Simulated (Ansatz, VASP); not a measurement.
## Mg2ZnS3: VASP beside Ansatz

```
CELL_PARAMETERS angstrom
3.57308 0.00000 0.00000
0.00000 3.57308 0.00000
0.00000 0.00000 10.55297
ATOMIC_POSITIONS crystal
Mg 0.00000 0.00000 0.78149
Mg 0.00000 0.00000 0.21851
Zn 0.50000 0.50000 0.50000
S 0.00000 0.00000 0.00000
S 0.50000 0.50000 0.29210
S 0.50000 0.50000 0.70790
```

Alike in both runs: functional PBE; k mesh 6 × 6 × 2; occupations gaussian, width 0.1 eV; no spin polarisation.

Ansatz relaxed the structure, and its values are those at the end. VASP's run is a single point on that final structure, the one shown.

|  | VASP | Ansatz |
| --- | --- | --- |
| version | VASP 6.6.1 | Ansatz 0.2.0 |
| potentials or method | VASP PAW PBE potentials, release 64 (Mg, Zn, S), cutoff 520 eV | scalar-relativistic, plane waves, PAW |
| valence electrons in the cell | 34 | 50 |

|  | VASP | Ansatz | Ansatz less VASP |
| --- | --- | --- | --- |
| gap on the k mesh at the Fermi level (eV) | none | none | - |
| pressure (GPa) | -0.1 | 0.0 | +0.08 |
| rms of the force components (eV/Å) | 0.027 | 0.015 | -0.0112 |

A gap of «none» marks a metal or a gap that the smearing closes. VASP's potentials hold 34 valence electrons a cell and Ansatz's 50, so a difference there can come from the potentials and not from the codes.
